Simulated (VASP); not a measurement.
Crystal: LiH.

```
CELL_PARAMETERS angstrom
2.51400 0.01234 0.01234
0.01234 2.51400 0.01234
0.01234 0.01234 2.51400
ATOMIC_POSITIONS crystal
Li 0.00000 0.00000 0.00000
H 0.50000 0.50000 0.50000
```

This cell differs from its parent crystal: strain along [111] +1.5%.

Base run:

| Item | Value |
| --- | --- |
| Program | VASP 6.6.1 |
| Functional | PBE |
| Potentials or basis | VASP PAW PBE potentials, release 64 (Li_sv, H) |
| Cutoff | 520 eV |
| k mesh | 10 × 10 × 10 |
| Occupations | fermi-dirac, width 0.02 eV |
| Spin | no spin polarisation |

Its results: band gap on the k mesh 0.74 eV (least direct gap 4.11 eV).

Problem. The run is repeated on the same cell with these changes: functional from PBE to r2SCAN; occupations from fermi-dirac, width 0.02 eV to gaussian, width 0.01 eV. What comes out?

Solution. Band gap on the k mesh 1.31 eV (least direct gap 4.78 eV).

A k mesh can miss the band edges.
